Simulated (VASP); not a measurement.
# ZrB2 (Cmmm) in VASP: a series of runs

ZrB2 is run at these levels: r2SCAN; tasks: electric field gradients.

Program: VASP 6.6.1. These are calculated values, not measurements. Logs are shortened: lines on timing, memory, paths and dates and some standing lists are left out, and cuts for length are marked.

## 1. The cell of the first run

It takes space group Cmmm (No. 65, orthorhombic). Conventional cell: a = 3.170 Å, b = 5.491 Å, c = 3.533 Å, α = 90.00°, β = 90.00°, γ = 90.00°. Within 3.2 Å of Zr (site symmetry mmm) lie 12 B at 2.44 to 2.80 Å and 6 Zr at 3.17 Å. B (site symmetry m2m) has 1 B at 1.13 Å within 1.5 Å.

## 2. Electric field gradients, r2SCAN (shortest bond scaled by 0.62)

The input, POSCAR:

```
ZrB2
1.0
    3.1700000000      0.0000000000      0.0000000000
   -1.5850000000      2.7453005300      0.0000000000
    0.0000000000      0.0000000000      3.5330000000
Zr B
1 2
Direct
    0.0000000000      0.0000000000      0.0000000000
    0.2066666666      0.6033333334      0.5000000000
    0.7933333334      0.3966666666      0.5000000000
```

The input, INCAR.step1:

```
  PREC = Accurate
  ENCUT = 460
  ISMEAR = -1
  SIGMA = 0.05
  LREAL = F
  LASPH = T
  NELM = 120
  NBANDS = 16
  GGA = PE
  ALGO = Normal
  EDIFF = 1E-5
  LWAVE = T
  LCHARG = F
  GGA_COMPAT = F
```

The input, INCAR.step2:

```
  PREC = Accurate
  ENCUT = 460
  EDIFF = 1E-8
  ISMEAR = -1
  SIGMA = 0.05
  LREAL = F
  LASPH = T
  NELM = 120
  ALGO = Normal
  ISIF = 2
  LWAVE = F
  LCHARG = F
  METAGGA = R2SCAN
  LMIXTAU = T
  LEFG = T
  NBANDS = 16
  ISTART = 1
  GGA_COMPAT = F
```

The input, KPOINTS:

```
regular mesh
0
Gamma
  10 10 8
```

Potentials or basis: VASP PAW PBE potentials, release 64 (Zr_sv, B).

Launch:

```sh
$ cat potpaw_PBE.64/Zr_sv/POTCAR potpaw_PBE.64/B/POTCAR > POTCAR
$ cp INCAR.step1 INCAR
$ mpirun -np 1 vasp_std > vasp.out
$ cp INCAR.step2 INCAR
$ mpirun -np 1 vasp_std > vasp.out
```

OUTCAR:

```text
PREC = Accurate
   ENCUT = 460
   EDIFF = 1E-8
   ISMEAR = -1
   LREAL = F
   LASPH = T
   NELM = 120
   ISIF = 2
   METAGGA = R2SCAN
   ISTART = 1

 ion  position               nearest neighbor table
   1  0.000  0.000  0.000-   2 2.44   3 2.44   2 2.44   3 2.44   2 2.44   2 2.44   3 2.44   3 2.44
                             3 2.80   3 2.80   2 2.80   2 2.80
   2  0.207  0.603  0.500-   3 1.13   1 2.44   1 2.44   1 2.44   1 2.44   1 2.80   1 2.80
   3  0.793  0.397  0.500-   2 1.13   1 2.44   1 2.44   1 2.44   1 2.44   1 2.80   1 2.80

  LATTYP: Found a hexagonal cell.
 ALAT       =     3.1700000000
 C/A-ratio  =     1.1145110410

  Lattice vectors:

 A1 = (   3.1700000000,   0.0000000000,   0.0000000000)
 A2 = (  -1.5850000000,   2.7453005300,   0.0000000000)
 A3 = (   0.0000000000,   0.0000000000,   3.5330000000)

Analysis of symmetry for initial positions (statically):
=====================================================================
 Subroutine PRICEL returns:
 Original cell was already a primitive cell.

 Routine SETGRP: Setting up the symmetry group for a
 hexagonal supercell.

 Subroutine GETGRP returns: Found  8 space group operations
 (whereof  8 operations were pure point group operations)
 out of a pool of 24 trial point group operations.

The static configuration has the point symmetry D_2h.

Analysis of symmetry for dynamics (positions and initial velocities):
=====================================================================
 Subroutine PRICEL returns:
 Original cell was already a primitive cell.

 Routine SETGRP: Setting up the symmetry group for a
 hexagonal supercell.

 Subroutine GETGRP returns: Found  8 space group operations
 (whereof  8 operations were pure point group operations)
 out of a pool of 24 trial point group operations.

The dynamic configuration has the point symmetry D_2h.

 Subroutine INISYM returns: Found  8 space group operations
 (whereof  8 operations are pure point group operations),
 and found     1 'primitive' translations

----------------------------------------------------------------------------------------

                                     Primitive cell

  volume of cell :      30.7463

  direct lattice vectors                    reciprocal lattice vectors
     3.170000000  0.000000000  0.000000000     0.315457413  0.182129422  0.000000000
    -1.585000000  2.745300530  0.000000000     0.000000000  0.364258845  0.000000000
     0.000000000  0.000000000  3.533000000     0.000000000  0.000000000  0.283045570

  length of vectors
     3.170000000  3.170000000  3.533000000     0.364258845  0.364258845  0.283045570

  position of ions in fractional coordinates (direct lattice)
     0.000000000  0.000000000  0.000000000
     0.206666667  0.603333333  0.500000000
     0.793333333  0.396666667  0.500000000

  ion indices of the primitive-cell ions
   primitive index   ion index
                 1           1
                 2           2
                 3           3

----------------------------------------------------------------------------------------

 KPOINTS: regular mesh

Automatic generation of k-mesh.
 Grid dimensions read from file:
 generate k-points for:   10   10    8

 Generating k-lattice:

  Cartesian coordinates                     Fractional coordinates (reciprocal lattice)
     0.031545741  0.018212942  0.000000000     0.100000000  0.000000000  0.000000000
     0.000000000  0.036425884  0.000000000     0.000000000  0.100000000  0.000000000
     0.000000000  0.000000000  0.035380696     0.000000000  0.000000000  0.125000000

  Length of vectors
     0.036425884  0.036425884  0.035380696

  Shift w.r.t. Gamma in fractional coordinates (k-lattice)
     0.000000000  0.000000000  0.000000000

 Subroutine IBZKPT returns following result:
 ===========================================

 Found    155 irreducible k-points:

 Following reciprocal coordinates:
            Coordinates               Weight
  0.000000  0.000000  0.000000      1.000000
  0.100000 -0.000000  0.000000      2.000000
  0.000000  0.100000  0.000000      4.000000
  0.200000 -0.000000  0.000000      2.000000
  0.000000  0.200000  0.000000      4.000000
  0.300000  0.000000  0.000000      2.000000
[... 16 lines left out ...]
  0.200000  0.200000  0.000000      4.000000
 -0.200000  0.400000  0.000000      2.000000
 [... further k-points ...]
   k-points           NKPTS =    155   k-points in BZ     NKDIM =    155   number of bands    NBANDS=     16
   number of dos      NEDOS =    301   number of ions     NIONS =      3
   total plane-waves  NPLWV =  16128
   dimension x,y,z NGX =    24 NGY =   24 NGZ =   28
   dimension x,y,z NGXF=    48 NGYF=   48 NGZF=   56
   ions per type =               1   2
   NGX,Y,Z   is equivalent  to a cutoff of  12.59, 12.59, 13.18 a.u.
   NGXF,Y,Z  is equivalent  to a cutoff of  25.17, 25.17, 26.35 a.u.
 SYSTEM =  unknown system
   PREC   = accura    normal or accurate (medium, high low for compatibility)
   ISTART =      1    job   : 0-new  1-cont  2-samecut
   ICHARG =      0    charge: 1-file 2-atom 10-const
   ISPIN  =      1    spin polarized calculation?
   LNONCOLLINEAR =      F non collinear calculations
   LSORBIT =      F    spin-orbit coupling
   LASPH  =      T    aspherical Exc in radial PAW
   ENCUT  =  460.0 eV  33.81 Ry    5.81 a.u.   5.54  5.54  6.18*2*pi/ulx,y,z
   NELM   =    120;   NELMIN=  2; NELMDL=  0     # of ELM steps
   EDIFF  = 0.1E-07   stopping-criterion for ELM
   LREAL  =      F    real-space projection
   EDIFFG = 0.1E-06   stopping-criterion for IOM
   NSW    =      0    number of steps for IOM
   IBRION =     -1    ionic relax: 0-MD 1-quasi-New 2-CG
   NFREE  =      0    steps in history (QN), initial steepest desc. (CG)
   ISIF   =      2    stress and relaxation
   ISYM   =      2    0-nonsym 1-usesym 2-fastsym
   POTIM  = 0.5000    time-step for ionic-motion
   TEBEG  =    0.0;   TEEND  =   0.0 temperature during run
   PSTRESS=    0.0 pullay stress
   NELECT =      18.0000    total number of electrons
   NUPDOWN=      -1.0000    fix difference up-down
   EMIN   =  10.00;   EMAX   =-10.00  energy-range for DOS
   EFERMI =   0.00;   METHOD = LEGACY
   ISMEAR =    -1;   SIGMA  =   0.05  broadening in eV -4-tet -1-fermi 0-gaus
   EFERMI_NEDOS =   21; number of points for ismear=-14 and -15
   IALGO  =     38    algorithm
   IMIX   =      4    mixing-type and parameters
     AMIX     =   0.40;   BMIX     =  1.00
     AMIX_MAG =   1.60;   BMIX_MAG =  1.00
  volume/ion in A,a.u.               =      10.25        69.16
  Fermi-wavevector in a.u.,A,eV,Ry     =   1.369519  2.588016 25.518847  1.875582
  Thomas-Fermi vector in A             =   2.495387
   LORBIT       =      0    0 simple, 1 ext, 2 COOP (PROOUT), +10 PAW based schemes
   METAGGA = R2SCAN    functional components
   LHFCALC =     F    Hartree Fock is set to
   AEXX    =    0.0000 exact exchange contribution
   IVDW    =     0    specifies the selected vdW correction
   LEPSILON=     F    determine dielectric tensor
   LRPA    =     F    only Hartree local field effects (RPA)
 non-spin polarized calculation
  energy-cutoff  :      460.00
  volume of cell :       30.75
 maximum number of plane-waves:       709
 NGX is ok and might be reduce to    24
   NGX = 11   NGY = 11   NGZ = 13

 number of electron      18.0000000 magnetization

 Free energy of the ion-electron system (eV)
  ---------------------------------------------------
  ext. energy  EPLUGINS =         0.00000000
  ---------------------------------------------------
  free energy    TOTEN  =       -33.58400281 eV

  energy without entropy =      -33.58017899  energy(sigma->0) =      -33.58209090

 E-fermi :  10.1427     XC(G=0): -13.2136

 val. band max:       10.1386987993   @ k =   0.1000  -0.0000   0.5000
 cond. band min:      10.1545919923   @ k =   0.1000  -0.0000   0.2500
 fundamental gap:      0.0158931930
 Fermi energy:        10.1426952303

 k-point     1 :       0.0000    0.0000    0.0000
  band No.  band energies     occupation
      1     -40.1195      2.00000
      2     -17.5995      2.00000
      3     -17.1344      2.00000
      4     -16.9709      2.00000
      5      -3.1027      2.00000
      6       5.7510      2.00000
[... 433 lines left out ...]
      3     -17.4383      2.00000
      4     -17.2317      2.00000
      5      -0.9034      2.00000
      6       3.9106      2.00000
[... 8 lines left out ...]
     15      18.6962      0.00000
     16      20.1265      0.00000

 [... further k-points ...]

------------------------ aborting loop because EDIFF is reached ----------------------------------------

  FORCE on cell =-STRESS in cart. coord.  units (eV):
  Direction    XX          YY          ZZ          XY          YZ          ZX
  --------------------------------------------------------------------------------------
  -------------------------------------------------------------------------------------
  Total       26.9143757     11.5707889      0.1258977     13.2879360      0.0000000      0.0000000
  in kB     1402.4975127    602.9492511      6.5604793    692.4291061      0.0000000      0.0000000
  external PRESSURE =     670.6690811 kB  Pullay stress =       0.0000000 kB

 VOLUME and BASIS-vectors are now :
 -----------------------------------------------------------------------------
  energy-cutoff  :      460.00
  volume of cell :       30.75
      direct lattice vectors                 reciprocal lattice vectors
     3.170000000  0.000000000  0.000000000     0.315457413  0.182129422  0.000000000
    -1.585000000  2.745300530  0.000000000     0.000000000  0.364258845  0.000000000
     0.000000000  0.000000000  3.533000000     0.000000000  0.000000000  0.283045570

 POSITION                                       TOTAL-FORCE (eV/Angst)
 -----------------------------------------------------------------------------------
      0.00000      0.00000      0.00000         0.000000      0.000000      0.000000
     -0.30115      1.65633      1.76650        29.818739     17.215857     -0.000000
      1.88615      1.08897      1.76650       -29.818739    -17.215857      0.000000
 -----------------------------------------------------------------------------------
    total drift:                               -0.000000     -0.000000     -0.000000

  FREE ENERGIE OF THE ION-ELECTRON SYSTEM (eV)
  ---------------------------------------------------
  free  energy   TOTEN  =       -33.5840028144 eV

  energy  without entropy=      -33.5801789931  energy(sigma->0) =      -33.58209090

 Electric field gradients (V/A^2)
---------------------------------------------------------------------
 ion       V_xx      V_yy      V_zz      V_xy      V_xz      V_yz
---------------------------------------------------------------------
   1      12.835   -19.358     6.523    27.880     0.000     0.000
   2      -1.619     2.684    -1.065    -3.726    -0.000    -0.000
   3      -1.619     2.684    -1.065    -3.726     0.000    -0.000
---------------------------------------------------------------------

 Electric field gradients after diagonalization (V/A^2)
 (convention: |V_zz| > |V_xx| > |V_yy|)
----------------------------------------------------------------------
 ion       V_xx      V_yy      V_zz     asymmetry (V_yy - V_xx)/ V_zz
----------------------------------------------------------------------
   1      28.931     6.523   -35.454       0.632
   2      -3.771    -1.065     4.835       0.560
   3      -3.771    -1.065     4.835       0.560
----------------------------------------------------------------------

           NMR quadrupolar parameters

 Cq : quadrupolar parameter    Cq=e*Q*V_zz/h
 eta: asymmetry parameters     (V_yy - V_xx)/ V_zz
 Q  : nuclear electric quadrupole moment in mb (millibarn)
----------------------------------------------------------------------
 ion       Cq(MHz)       eta       Q (mb)
----------------------------------------------------------------------
   1      -0.086       0.632       1.000
   2       0.012       0.560       1.000
   3       0.012       0.560       1.000
----------------------------------------------------------------------
```

It took 1.7 min on 1 thread of Intel Xeon 6975P-C (Granite Rapids), shared host; peak memory 0.19 GiB.

Results:

| Item | Value |
| --- | --- |
| Free energy | -33.5840 eV |
| Pressure | 67.1 GPa |
| Largest force | 34.432 eV/Å |
| Band gap on the k mesh | zero (bands 9 and 10 overlap by 1.89 eV) |
| Largest electric field gradient by atom | Zr -35.5; B +4.8 V/Å² |

Forces in eV/Å, atoms in the order of the input:
```
Zr    0.000   0.000   0.000
B    29.819  17.216   0.000
B   -29.819 -17.216   0.000
```

Electric field gradients, principal values (V/Å²):
```csv
atom,least,middle,greatest (by size)
1 Zr,6.523,28.931,-35.454
2 B,-1.065,-3.771,4.835
3 B,-1.065,-3.771,4.835
```

Caveat: the cell differs from its parent crystal (shortest bond scaled by 0.62); atoms lie so close that the PAW spheres overlap strongly, which falsifies energies and pressures; the stress differs along the axes, from 1 to 140 GPa; without QUAD_EFG the Cq values of the log hold for a quadrupole moment of 1 mb, not for the nuclei; the PAW data sets were made with another functional, which shifts forces and pressure a little.

(Continued in part 2 of 2.)

The gap in the log of VASP goes by the Fermi energy; the results here count the filled bands.